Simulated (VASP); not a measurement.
# SnAuBr3: single point with PBEsol

SnAuBr3:

```
CELL_PARAMETERS angstrom
2.08869 -7.22544 0.00000
2.08869 7.22544 0.00000
0.00000 0.00000 9.00379
ATOMIC_POSITIONS crystal
Sn 0.24802 0.75198 0.75000
Sn 0.75198 0.24802 0.25000
Au 0.00000 0.00000 0.00000
Au 0.00000 0.00000 0.50000
Br 0.92311 0.07689 0.75000
Br 0.07689 0.92311 0.25000
Br 0.34646 0.65354 0.06169
Br 0.65354 0.34646 0.93831
Br 0.34646 0.65354 0.43831
Br 0.65354 0.34646 0.56169
```

* Program: VASP 6.6.1
* Task: single point
* Functional: PBEsol
* Potentials or basis: VASP PAW PBE potentials, release 64 (Sn_d, Au_sv_GW, Br)
* Cutoff: 540 eV
* k mesh: 6 × 6 × 2
* Occupations: fermi-dirac, width 0.03 eV
* Spin: no spin polarisation
* Dipole correction: no
* Further INCAR settings: ALGO = Normal; EDIFF = 1e-06; NBANDS = 65

The pressure is 0.0 GPa. The largest force is 0.013 eV/Å and the band gap on the k mesh is 0.83 eV (least direct gap 1.04 eV).

Forces on the atoms (eV/Å):
```
Sn   0.000 -0.004  0.000
Sn   0.000  0.004  0.000
Au   0.000  0.000  0.000
Au   0.000  0.000  0.000
Br   0.000  0.013  0.000
Br   0.000 -0.013  0.000
Br   0.000 -0.005 -0.003
Br   0.000  0.005  0.003
Br   0.000 -0.005  0.003
Br   0.000  0.005 -0.003
```

Levels at points of the mesh, in eV from the valence-band top:
| k point | band 51 | band 52 | band 53 | band 54 | band 55 | band 56 | band 57 | band 58 |
| --- | --- | --- | --- | --- | --- | --- | --- | --- |
| (0.00, 0.00, 0.00) | -1.35 | -1.11 | -0.85 | -0.73 | 1.74 | 1.94 | 2.88 | 2.96 |
| (0.50, 0.00, 0.00) | -1.41 | -1.08 | -0.57 | -0.43 | 1.65 | 2.19 | 2.85 | 3.04 |
| (0.50, 0.50, 0.00) | -1.13 | -0.94 | -0.35 | 0.00 | 1.06 | 2.08 | 2.74 | 2.90 |
| (0.00, 0.00, 0.50) | -1.39 | -1.39 | -0.42 | -0.42 | 1.87 | 1.87 | 2.53 | 2.53 |
| (0.50, 0.00, 0.50) | -1.17 | -1.17 | -0.38 | -0.38 | 2.02 | 2.02 | 2.53 | 2.53 |
| (0.50, 0.50, 0.50) | -1.12 | -1.12 | -0.15 | -0.15 | 1.71 | 1.71 | 2.09 | 2.09 |

Run time: 16 min on 1 thread of Intel(R) Xeon(R) Platinum 8488C (Sapphire Rapids), on a shared host, peak memory 0.81 GiB.

Caveat: the PAW data sets were made with another functional, which shifts forces and pressure a little; spin-orbit coupling is left out, which moves the levels of the heavy elements. A k mesh can miss the band edges.
